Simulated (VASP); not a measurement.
Runs of VASP 6.6.1 on Si2C. The structure is that of space group P6_3/mmc (No. 194), or close to it. The cells are those of the table. 

| task | cell | k mesh | cutoff (eV) | gap on the mesh (eV) | pressure (GPa) | largest force (eV/Å) |
| --- | --- | --- | --- | --- | --- | --- |
| relaxation of cell and atoms | relaxed from a = 2.752, b = 2.752, c = 10.702 Å, angles 90.0, 90.0, 120.0°, 6 atoms | 6 × 6 × 2 | 600 | none | -0.1 | 0.01 |
| single point | a = 2.931, b = 2.931, c = 8.820 Å, angles 90.0, 90.0, 120.0°, 6 atoms | 6 × 6 × 2 | 520 | none | 0.0 | 0.01 |
| single point | a = 2.923, b = 2.923, c = 8.841 Å, angles 90.0, 90.0, 120.0°, 6 atoms | 12 × 12 × 4 | 520 | none | 0.0 | (a) |
| single point | a = 2.752, b = 2.752, c = 10.702 Å, angles 90.0, 90.0, 120.0°, 6 atoms | 6 × 6 × 2 | 520 | none | 1.7 | 2.00 |

Alike in all rows: level PBE; potentials or basis VASP PAW PBE potentials, release 64 (Si, C); no spin polarisation; smearing gaussian 0.1 eV.

Problem. Fill in the values left out.

Solution. (a) 0.02.

Caveats: some runs use coarse meshes; forces of over 1 eV/Å act on the atoms, so gaps and moduli don't describe the material at rest (some runs).

A gap of «none» marks levels without a gap at the run's occupations.
